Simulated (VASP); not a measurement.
Crystal: Hf4Te.

```
CELL_PARAMETERS angstrom
4.23139 0.00000 0.00000
-2.11570 3.66449 0.00000
0.00000 0.00000 7.56423
ATOMIC_POSITIONS crystal
Hf 0.33333 0.66667 0.50000
Hf 0.66667 0.33333 0.50000
Hf 0.00000 0.00000 0.67433
Hf 0.00000 0.00000 0.32567
Te 0.00000 0.00000 0.00000
```

The cell was generated, and may not be a known phase.

| Quantity | Value |
| --- | --- |
| Program | VASP 6.6.1 |
| Task | relaxation of cell and atoms |
| Functional | PBE |
| Potentials or basis | VASP PAW PBE potentials, release 64 (Hf_pv, Te) |
| Cutoff | 600 eV |
| k mesh | 6 × 6 × 2 |
| Occupations | gaussian, width 0.1 eV |
| Spin | no spin polarisation |

At the start: pressure 43.6 GPa; volume 23.46 Å³/atom.

Question: How do energy, volume and symmetry change on relaxing?

Answer: Over 10 steps the energy falls by 1064.6 meV/atom and the volume is 33.76 Å³/atom (+43.9 %); space group P6/mmm (No. 191, to 0.1 Å) before and after.

Step by step:
```tsv
step	energy change (eV)	largest force (eV/Å)	pressure (GPa)	volume (Å³)
1	0.0000	2.8832	43.59	117.29
2	-0.0258	0.8136	-11.14	261.94
3	-5.2010	0.5417	-1.70	171.02
4	-5.2530	0.4501	-0.49	167.24
5	-5.2583	0.3979	0.38	164.96
6	-5.2574	0.4228	-0.05	166.02
7	-5.3022	0.4010	-0.08	167.63
8	-5.3160	0.3664	-0.10	168.98
9	-5.3229	0.0563	0.04	168.76
10	-5.3231	0.0019	0.02	168.79
```

Final structure:
```cif
data_structure
_symmetry_space_group_name_H-M 'P 1'
_symmetry_Int_Tables_number 1
_cell_length_a 4.7922
_cell_length_b 4.7922
_cell_length_c 8.4867
_cell_angle_alpha 90.000
_cell_angle_beta 90.000
_cell_angle_gamma 120.000
_cell_volume 168.79
loop_
_atom_site_label
_atom_site_type_symbol
_atom_site_fract_x
_atom_site_fract_y
_atom_site_fract_z
_atom_site_occupancy
Hf1 Hf 0.33333 0.66667 0.50000 1
Hf2 Hf 0.66667 0.33333 0.50000 1
Hf3 Hf 0.00000 0.00000 0.67887 1
Hf4 Hf 0.00000 0.00000 0.32113 1
Te1 Te 0.00000 0.00000 0.00000 1
```

Caveat: the k points lie up to 0.37 Å⁻¹ apart in the final cell, too coarse for converged energies and pressures of a metal; the volume moved by over 15 % at a fixed basis, so the end points are rough.
